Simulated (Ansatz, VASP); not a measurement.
## CuO in VASP and in Ansatz

```
Cu O
1.0
     2.55255    0.00000    0.00000
     0.00000    2.55255    0.00000
     0.00000    0.00000    2.55255
Cu O
1 1
Direct
  0.00000 0.00000 0.00000
  0.50000 0.50000 0.50000
```

Alike in both runs: task single point; functional PBE; k mesh 6 × 6 × 6; occupations fermi-dirac, width 0.04 eV; no spin polarisation.

```csv
,VASP,Ansatz
version,VASP 6.6.1,Ansatz 0.2.0
potentials or method,"VASP PAW PBE potentials, release 64 (Cu, O), cutoff 520 eV","all-electron LAPW, scalar-relativistic"
```

VASP gave:

| Quantity | Value |
| --- | --- |
| gap on the k mesh at the Fermi level (eV) | none |
| pressure (GPa) | 21.3 |

Problem. What did Ansatz give for the same quantities?

Solution. gap on the k mesh at the Fermi level (eV): none; pressure (GPa): 21.1.

A gap of «none» marks a metal or a gap that the smearing closes. Ansatz ran all-electron here, and VASP with PAW potentials.

The k mesh is coarse, so the values compare programs but aren't converged. Noted on Ansatz's run: the k mesh is thin for a metal, which can move the energy by tens of meV per atom.
